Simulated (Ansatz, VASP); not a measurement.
One calculation of SnGeH6, two programs

The input POSCAR:

```
SnGeH6
1.0
    3.2204014685      1.8592996532      2.0984360326
   -3.2204014685      1.8592996532      2.0984360326
    0.0000000000     -3.7185993110      2.0984360285
Sn Ge H
1 1 6
Direct
    0.5000000000      0.5000000000      0.5000000000
    0.0000000000      0.0000000000      0.0000000000
    0.9066556296      0.2761246707      0.2761246707
    0.2761246707      0.9066556296      0.2761246707
    0.2761246707      0.2761246707      0.9066556296
    0.0933443704      0.7238753293      0.7238753293
    0.7238753293      0.0933443704      0.7238753293
    0.7238753293      0.7238753293      0.0933443704
```

INCAR.step1

```
ALGO = Normal ; EDIFF = 1E-4
ENCUT = 520 ; GGA = PE
ISMEAR = -1 ; LASPH = True
LCHARG = False ; LREAL = False
LWAVE = True ; NBANDS = 27
NELM = 100 ; PREC = Accurate
SIGMA = 0.03
```

The input INCAR.step2:

```
ALGO = Normal ; BPARAM = 11.95
CPARAM = 0.0093 ; EDIFF = 1E-6
ENCUT = 520 ; ISIF = 2
ISMEAR = -1 ; ISTART = 1
IVDW_NL = 2 ; LASPH = True
LCHARG = True ; LELF = True
LMIXTAU = True ; LREAL = False
LUSE_VDW = True ; LVHAR = True
LWAVE = False ; METAGGA = R2SCAN
NBANDS = 27 ; NELM = 100
PREC = Accurate ; SIGMA = 0.03
```

File KPOINTS:

```
k-points
0
Gamma
  8 8 8
```

Input for Ansatz:

```yaml
crystal:
  lattice:
    - [3.2204014685, 1.8592996532, 2.0984360326]
    - [-3.2204014685, 1.8592996532, 2.0984360326]
    - [0.0, -3.718599311, 2.0984360285]
  atoms:
    - { symbol: Sn, position: [0.5, 0.5, 0.5] }
    - { symbol: Ge, position: [0.0, 0.0, 0.0] }
    - { symbol: H, position: [0.9066556296, 0.2761246707, 0.2761246707] }
    - { symbol: H, position: [0.2761246707, 0.9066556296, 0.2761246707] }
    - { symbol: H, position: [0.2761246707, 0.2761246707, 0.9066556296] }
    - { symbol: H, position: [0.0933443704, 0.7238753293, 0.7238753293] }
    - { symbol: H, position: [0.7238753293, 0.0933443704, 0.7238753293] }
    - { symbol: H, position: [0.7238753293, 0.7238753293, 0.0933443704] }
kpoints:
  mp_grid: { grid: [8, 8, 8] }
  band_path:
    path:
      - [0.0, 0.0, 0.0]
      - [0.5, 0.0, 0.0]
      - [0.5, -0.5, 0.5]
      - [0.3789624859, -0.6210375141, 0.3789624859]
      - [0.5, -0.5, 0.0]
    npoints: 1
hamiltonian:
  xc: r2scan
  dispersion: rvv10
scf:
  occupations: { method: fermi_dirac, width: 0.03 }
  n_extra_bands: 6
output:
  forces: true
  stress: true
  eigenvalues: true
  write_density: true
  write_potential: true
  elf: true
  volumetric_format: npy
```

Alike in both runs: task single point; functional r2SCAN; dispersion rVV10; k mesh 8 × 8 × 8; occupations fermi-dirac, width 0.03 eV; no spin polarisation.

```csv
,VASP,Ansatz
version,VASP 6.6.1,Ansatz 0.2.0
potentials or method,"VASP PAW PBE potentials, release 64 (Sn_d, Ge_d, H)","plane waves, PAW"
plane-wave cutoff (eV),520,500
valence electrons in the cell,34,34
```

|  | VASP | Ansatz | Ansatz less VASP |
| --- | --- | --- | --- |
| pressure (GPa) | -0.1 | -0.1 | +0.02 |
| traceless stress, the component that is largest in VASP (GPa) | 0.10 | 0.06 | -0.035 |
| rms of the force components (eV/Å) | 0.011 | 0.005 | -0.0068 |

VASP's potentials were made for PBE, not for r2SCAN. Atom by atom the forces differ by 0.008 eV/Å (rms over components).
